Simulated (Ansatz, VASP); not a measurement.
# One calculation of In, two programs

```
In
1.0
     1.66964    0.96397    8.20746
    -1.66964    0.96397    8.20746
     0.00000   -1.92793    8.20746
In
3
Cartesian
  0.0000 0.0000 0.0000
  0.0000 0.0000 19.1565
  0.0000 0.0000 5.4659
```

Alike in both runs: task electric field gradients; functional PBEsol; k mesh 14 × 14 × 14; occupations fermi-dirac, width 0.05 eV; no spin polarisation.

```csv
,VASP,Ansatz
version,VASP 6.6.1,Ansatz 0.2.0
potentials or method,"VASP PAW PBE potentials, release 64 (In_d)","PAW with Ansatz's default frozen-core files, scalar-relativistic"
plane-wave cutoff (eV),400,420
valence electrons in the cell,39,39
```

Ansatz gave:

| Quantity | Value |
| --- | --- |
| pressure (GPa) | -1.2 |
| traceless stress, the component that is largest in VASP (GPa) | 0.17 |
| rms of the force components (eV/Å) | 0.006 |
| size of Vzz on the site where it differs most (V/Å²) | 4.8 |

**Question.** What did VASP give for the same quantities?

**Answer.** Pressure (GPa): -1.3; traceless stress, the component that is largest in VASP (GPa): 0.17; rms of the force components (eV/Å): 0.006; size of Vzz on the site where it differs most (V/Å²): 4.5.

VASP's potentials were made for PBE, not for PBEsol. Atom by atom the forces differ by 0.000 eV/Å (rms over components).
